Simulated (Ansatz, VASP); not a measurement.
## One calculation of Sb, two programs

```
CELL_PARAMETERS angstrom
2.02379 1.16844 4.22789
-2.02379 1.16844 4.22789
0.00000 -2.33687 4.22789
ATOMIC_POSITIONS crystal
Sb 0.23364 0.23364 0.23364
Sb 0.76636 0.76636 0.76636
```

Alike in both runs: task single point; functional PBE; dispersion D3(BJ); k mesh 15 × 15 × 15; occupations gaussian, width 0.15 eV; no spin polarisation.

|  | VASP | Ansatz |
| --- | --- | --- |
| version | VASP 6.6.1 | Ansatz 0.2.0 |
| potentials or method | VASP PAW PBE potentials, release 64 (Sb), cutoff 520 eV | scalar-relativistic, plane waves, PAW |
| valence electrons in the cell | 10 | 30 |

Ansatz gave:

```
gap on the k mesh at the Fermi level (eV)                     : none
pressure (GPa)                                                : 0.9
traceless stress, the component that is largest in VASP (GPa) : -3.00
rms of the force components (eV/Å)                            : 0.013
```

Q: What did VASP give for the same quantities?

A: gap on the k mesh at the Fermi level (eV): none; pressure (GPa): 1.0; traceless stress, the component that is largest in VASP (GPa): -2.93; rms of the force components (eV/Å): 0.020.

Atom by atom the forces differ by 0.033 eV/Å (rms over components). A gap of «none» marks a metal or a gap that the smearing closes. VASP's potentials hold 10 valence electrons a cell and Ansatz's 30, so a difference there can come from the potentials and not from the codes.

Spin-orbit coupling is off throughout.
